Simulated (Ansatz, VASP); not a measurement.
**One calculation of GaN, two programs**

```
Ga N
1.0
     3.25380    0.00000    0.00000
    -1.62690    2.81787    0.00000
     0.00000    0.00000   10.49313
Ga N
4 4
Direct
  0.00000 0.00000 0.78587
  0.66667 0.33333 0.03735
  0.33333 0.66667 0.53735
  0.00000 0.00000 0.28587
  0.00000 0.00000 0.09304
  0.66667 0.33333 0.34375
  0.00000 0.00000 0.59304
  0.33333 0.66667 0.84374
```

Alike in both runs: task single point; functional PBE; k mesh 10 × 10 × 3; occupations fermi-dirac, width 0.05 eV; no spin polarisation.

|  | VASP | Ansatz |
| --- | --- | --- |
| version | VASP 6.6.1 | Ansatz 0.2.0 |
| potentials or method | VASP PAW PBE potentials, release 64 (Ga_d, N) | Ansatz PAW |
| plane-wave cutoff (eV) | 600 | 420 |
| valence electrons in the cell | 72 | 72 |

Ansatz gave:

- gap on the k mesh at the Fermi level (eV): 0.54
- least direct gap on the mesh (eV): 0.54
- pressure (GPa): -6.2
- traceless stress, the component that is largest in VASP (GPa): 6.46
- rms of the force components (eV/Å): 0.080

Question: Estimate VASP's values.

Answer: gap on the k mesh at the Fermi level (eV): 0.54; least direct gap on the mesh (eV): 0.54; pressure (GPa): -6.2; traceless stress, the component that is largest in VASP (GPa): 6.37; rms of the force components (eV/Å): 0.081.

Atom by atom the forces differ by 0.004 eV/Å (rms over components).

Noted on Ansatz's run: odd divisions of the mesh miss points on the zone boundary, where band edges often lie, so the gap on the mesh can be too wide.
